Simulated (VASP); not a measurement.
# PbS (R3m) in VASP: a series of runs, part 2 of 2

VASP 6.6.1. Earlier steps stand in the parts before.

## 4. Single point, r2SCAN

This run uses another cell than the first one, of 29.21 Å³/atom.

File POSCAR:

```
PbS
1.0
    2.2105500000      1.2762616375      3.4508715040
   -2.2105500000      1.2762616375      3.4508715040
    0.0000000000     -2.5525232751      3.4508715040
Pb S
1 1
Direct
    0.9781509158      0.9781509158      0.9781509158
    0.4774504142      0.4774504142      0.4774504142
```

File INCAR.step1:

```
PREC = Accurate ; ENCUT = 520
ISMEAR = 0 ; SIGMA = 0.05
LREAL = F ; LASPH = T
NELM = 60 ; NBANDS = 17
GGA = PE ; ALGO = Normal
EDIFF = 1E-4 ; LWAVE = T
LCHARG = F
```

File INCAR.step2:

```
PREC = Accurate ; ENCUT = 520
EDIFF = 1E-6 ; ISMEAR = 0
SIGMA = 0.05 ; LREAL = F
LASPH = T ; NELM = 60
ALGO = Normal ; ISIF = 2
LWAVE = F ; LCHARG = T
METAGGA = R2SCAN ; LMIXTAU = T
LELF = T ; LVHAR = T
NBANDS = 17 ; ISTART = 1
```

File KPOINTS:

```
Automatic mesh
0
Gamma
  9 9 9
```

Potentials or basis: VASP PAW PBE potentials, release 64 (Pb_d, S).

Command:

```sh
cat potpaw_PBE.64/Pb_d/POTCAR potpaw_PBE.64/S/POTCAR > POTCAR
cp INCAR.step1 INCAR
mpirun -np 1 vasp_std > vasp.out
cp INCAR.step2 INCAR
mpirun -np 1 vasp_std > vasp.out
```

OUTCAR:

```text
PREC = Accurate
   ENCUT = 520
   EDIFF = 1E-6
   ISMEAR = 0
   LREAL = F
   LASPH = T
   NELM = 60
   ISIF = 2
   METAGGA = R2SCAN
   ISTART = 1

 ion  position               nearest neighbor table
   1  0.978  0.978  0.978-   2 3.08   2 3.08   2 3.08   2 3.09   2 3.09   2 3.09
   2  0.477  0.477  0.477-   1 3.08   1 3.08   1 3.08   1 3.09   1 3.09   1 3.09

  LATTYP: Found a trigonal (rhomboedric) cell.
 ALAT       =     4.2923058147
 COS(alpha) =     0.4695439983

  Lattice vectors:

 A1 = (   2.2105500000,   1.2762616375,   3.4508715040)
 A2 = (  -2.2105500000,   1.2762616375,   3.4508715040)
 A3 = (   0.0000000000,  -2.5525232751,   3.4508715040)

Analysis of symmetry for initial positions (statically):
=====================================================================
 Subroutine PRICEL returns:
 Original cell was already a primitive cell.

 Routine SETGRP: Setting up the symmetry group for a
 trigonal (rhombohedral) supercell.

 Subroutine GETGRP returns: Found  6 space group operations
 (whereof  6 operations were pure point group operations)
 out of a pool of 12 trial point group operations.

The static configuration has the point symmetry C_3v.

Analysis of symmetry for dynamics (positions and initial velocities):
=====================================================================
 Subroutine PRICEL returns:
 Original cell was already a primitive cell.

 Routine SETGRP: Setting up the symmetry group for a
 trigonal (rhombohedral) supercell.

 Subroutine GETGRP returns: Found  6 space group operations
 (whereof  6 operations were pure point group operations)
 out of a pool of 12 trial point group operations.

The dynamic configuration has the point symmetry C_3v.

 Subroutine INISYM returns: Found  6 space group operations
 (whereof  6 operations are pure point group operations),
[... 110 lines left out ...]
   EFERMI =   0.00;   METHOD = LEGACY
   ISMEAR =     0;   SIGMA  =   0.05  broadening in eV -4-tet -1-fermi 0-gaus
   EFERMI_NEDOS =   21; number of points for ismear=-14 and -15
   IALGO  =     38    algorithm
   IMIX   =      4    mixing-type and parameters
     AMIX     =   0.40;   BMIX     =  1.00
     AMIX_MAG =   1.60;   BMIX_MAG =  1.00
  volume/ion in A,a.u.               =      29.21       197.10
  Fermi-wavevector in a.u.,A,eV,Ry     =   1.145279  2.164264 17.846286  1.311665
  Thomas-Fermi vector in A             =   2.281968
   LORBIT       =      0    0 simple, 1 ext, 2 COOP (PROOUT), +10 PAW based schemes
   METAGGA = R2SCAN    functional components
   LHFCALC =     F    Hartree Fock is set to
   AEXX    =    0.0000 exact exchange contribution
   IVDW    =     0    specifies the selected vdW correction
   LEPSILON=     F    determine dielectric tensor
   LRPA    =     F    only Hartree local field effects (RPA)
 non-spin polarized calculation
 Gauss-broadening in eV      SIGMA  =   0.05
  energy-cutoff  :      520.00
  volume of cell :       58.41
 maximum number of plane-waves:      1590
   NGX = 15   NGY = 15   NGZ = 15

 number of electron      20.0000002 magnetization

 Free energy of the ion-electron system (eV)
  ---------------------------------------------------
  ext. energy  EPLUGINS =         0.00000000
  ---------------------------------------------------
  free energy    TOTEN  =       -65.52826069 eV

  energy without entropy =      -65.52826069  energy(sigma->0) =      -65.52826069

 E-fermi :   4.3801     XC(G=0):  -9.6962

 val. band max:        4.1241670770   @ k =   0.4444   0.0000   0.0000
 cond. band min:       5.0835716144   @ k =   0.4444   0.4444   0.4444
 fundamental gap:      0.9594045374
 Fermi energy:         4.3800631213

 k-point     1 :       0.0000    0.0000    0.0000
  band No.  band energies     occupation
      1     -13.0415      2.00000
      2     -13.0389      2.00000
      3     -13.0389      2.00000
      4     -13.0129      2.00000
      5     -13.0129      2.00000
      6      -8.9444      2.00000
[... 457 lines left out ...]
      4     -13.0022      2.00000
      5     -12.9932      2.00000
      6      -7.7107      2.00000
[... 9 lines left out ...]
     16      16.3191      0.00000
     17      17.0741      0.00000

 [... further k-points ...]

------------------------ aborting loop because EDIFF is reached ----------------------------------------

  FORCE on cell =-STRESS in cart. coord.  units (eV):
  Direction    XX          YY          ZZ          XY          YZ          ZX
  --------------------------------------------------------------------------------------
  -------------------------------------------------------------------------------------
  Total       -1.8248911     -1.8248911     -1.1683644      0.0000000      0.0000000      0.0000000
  in kB      -50.0526912    -50.0526912    -32.0456288      0.0000000      0.0000000      0.0000000
  external PRESSURE =     -44.0503370 kB  Pullay stress =       0.0000000 kB

 VOLUME and BASIS-vectors are now :
 -----------------------------------------------------------------------------
  energy-cutoff  :      520.00
  volume of cell :       58.41
      direct lattice vectors                 reciprocal lattice vectors
     2.210550000  1.276261637  3.450871504     0.226188053  0.130589733  0.096593957
    -2.210550000  1.276261637  3.450871504    -0.226188053  0.130589733  0.096593957
     0.000000000 -2.552523275  3.450871504     0.000000000 -0.261179466  0.096593957

 POSITION                                       TOTAL-FORCE (eV/Angst)
 -----------------------------------------------------------------------------------
      0.00000     -0.00000     10.12642         0.000000     -0.000000      0.002267
      0.00000     -0.00000      4.94286         0.000000      0.000000     -0.002267
 -----------------------------------------------------------------------------------
    total drift:                                0.000000     -0.000000      0.000008

  FREE ENERGIE OF THE ION-ELECTRON SYSTEM (eV)
  ---------------------------------------------------
  free  energy   TOTEN  =       -65.5282606909 eV

  energy  without entropy=      -65.5282606909  energy(sigma->0) =      -65.52826069
```

OSZICAR.step1:

```text
N       E                     dE             d eps       ncg     rms          rms(c)
DAV:   1     0.153869731846E+03    0.15387E+03   -0.92057E+03  2890   0.125E+03
DAV:   2     0.374088024059E+01   -0.15013E+03   -0.14427E+03  3009   0.306E+02
DAV:   3    -0.897850390101E+01   -0.12719E+02   -0.12613E+02  3780   0.925E+01
DAV:   4    -0.930178982550E+01   -0.32329E+00   -0.32292E+00  3680   0.166E+01
DAV:   5    -0.931369889291E+01   -0.11909E-01   -0.11908E-01  4299   0.315E+00    0.401E+00
DAV:   6    -0.870701501187E+01    0.60668E+00   -0.18676E+00  4351   0.813E+00    0.276E+00
DAV:   7    -0.871033875719E+01   -0.33237E-02   -0.15162E-01  3411   0.186E+00    0.173E+00
DAV:   8    -0.871433848827E+01   -0.39997E-02   -0.22350E-02  3335   0.147E+00    0.513E-01
DAV:   9    -0.871327228153E+01    0.10662E-02   -0.45396E-03  4344   0.508E-01    0.155E-01
DAV:  10    -0.871361300029E+01   -0.34072E-03   -0.56486E-04  3198   0.136E-01    0.128E-01
DAV:  11    -0.871360513579E+01    0.78645E-05   -0.52867E-05  3033   0.814E-02
   1 F= -.87136051E+01 E0= -.87136051E+01  d E =-.182266E-16
```

Wall time 2.6 min (1 thread of Intel Xeon Platinum 8488C (Sapphire Rapids), shared host); peak memory 0.24 GiB.

Results:

```yaml
Free_energy: -65.5283 eV
Pressure: -4.4 GPa
```

Forces on the atoms (eV/Å):
```
Pb   0.000  0.000  0.002
S    0.000  0.000 -0.002
```

Caveat: this odd mesh misses L, so gap, dielectric constants and Born charges aren't listed; the cell stands under tension; the PAW data sets were made with another functional, which shifts forces and pressure a little; spin-orbit coupling is left out, which moves the levels of the heavy elements.

## 5. The runs side by side

| cell | pressure (GPa) |
| --- | --- |
| a = 4.259 Å, angles 61.0°, 2 atoms | -2.5 |
| a = 4.371 Å, angles 59.3°, 2 atoms | -4.2 |
| a = 4.292 Å, angles 62.0°, 2 atoms | -4.4 |

Alike in all rows: task single point; level r2SCAN; potentials or basis VASP PAW PBE potentials, release 64 (Pb_d, S); no spin polarisation; k mesh 9 × 9 × 9; cutoff (eV) 520; smearing gaussian 0.05 eV.

Caveats: the PAW data sets were made with another functional, which shifts forces and pressure a little; spin-orbit coupling is left out, which moves the levels of the heavy elements; the cell stands under tension (at least some runs).

Absolute energies hang on the potentials; compare differences alone.
